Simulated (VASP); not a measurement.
Wanted: the native input for a VASP 6.6.1 run.

| Item | Value |
| --- | --- |
| Task | single point |
| Functional | r2SCAN |
| Potentials or basis | VASP PAW PBE potentials, release 64 (Pb_d, Te) |
| Cutoff | 520 eV |
| k mesh | 12 × 12 × 12 |
| Occupations | fermi-dirac, width 0.08 eV |
| Spin | no spin polarisation |
| Dipole correction | no |
| Further INCAR settings | ALGO = Normal; EDIFF = 1e-06; NBANDS = 17 |

TePb (rocksalt type):

```
Pb Te
1.0
     0.00000    2.81492    2.81492
     2.81492    0.00000    2.81492
     2.81492    2.81492    0.00000
Pb Te
1 1
Cartesian
  0.0000 0.0000 0.0000
  2.8149 2.8149 2.8149
```

This cell differs from its parent crystal: volume scaled by 0.64.

One way to write it, as run:

POSCAR

```
TePb
1.0
    0.0000000000      2.8149207434      2.8149207434
    2.8149207434      0.0000000000      2.8149207434
    2.8149207434      2.8149207434      0.0000000000
Pb Te
1 1
Direct
    0.0000000000      0.0000000000      0.0000000000
    0.5000000000      0.5000000000      0.5000000000
```

INCAR.step1

```
PREC     = Accurate       # precision mode
ENCUT    = 520            # plane-wave cutoff, eV
ISMEAR   = -1             # smearing method
SIGMA    = 0.08           # smearing width, eV
LREAL    = False          # projectors in reciprocal space
LASPH    = True           # aspherical terms in the spheres
NELM     = 80             # most SCF steps
NBANDS   = 17             # bands
GGA      = PE             # functional
ALGO     = Normal         # electronic algorithm
EDIFF    = 1E-4           # SCF threshold, eV
LWAVE    = True           # write WAVECAR
LCHARG   = False          # write CHGCAR
```

INCAR.step2

```
PREC     = Accurate       # precision mode
ENCUT    = 520            # plane-wave cutoff, eV
EDIFF    = 1E-6           # SCF threshold, eV
ISMEAR   = -1             # smearing method
SIGMA    = 0.08           # smearing width, eV
LREAL    = False          # projectors in reciprocal space
LASPH    = True           # aspherical terms in the spheres
NELM     = 80             # most SCF steps
ALGO     = Normal         # electronic algorithm
ISIF     = 2              # what is computed and relaxed
LWAVE    = False          # write WAVECAR
LCHARG   = True           # write CHGCAR
METAGGA  = R2SCAN         # meta-GGA
LMIXTAU  = True         
LELF     = True           # ELF
LVHAR    = True         
NBANDS   = 17             # bands
ISTART   = 1
```

KPOINTS

```
regular mesh
0
Gamma
  12 12 12
```

Potentials or basis: VASP PAW PBE potentials, release 64 (Pb_d, Te).

Launch:

```bash
$ cat potpaw_PBE.64/Pb_d/POTCAR potpaw_PBE.64/Te/POTCAR > POTCAR
$ cp INCAR.step1 INCAR
$ mpirun -np 1 vasp_std > vasp.out
$ cp INCAR.step2 INCAR
$ mpirun -np 1 vasp_std > vasp.out
```

Results of the run:

```
Pressure               : 50.6 GPa
Band gap on the k mesh : zero (band 10 reaches 12.28 eV, above the bottom of band 11 at 12.11 eV)
```

Caveat: the PAW data sets were made with another functional, which shifts forces and pressure a little; spin-orbit coupling is left out, which moves the levels of the heavy elements.

It took 100 s on 1 thread of AMD EPYC 9R45 96-Core Processor (Zen 5), with other jobs on the host, peak memory 0.18 GiB.
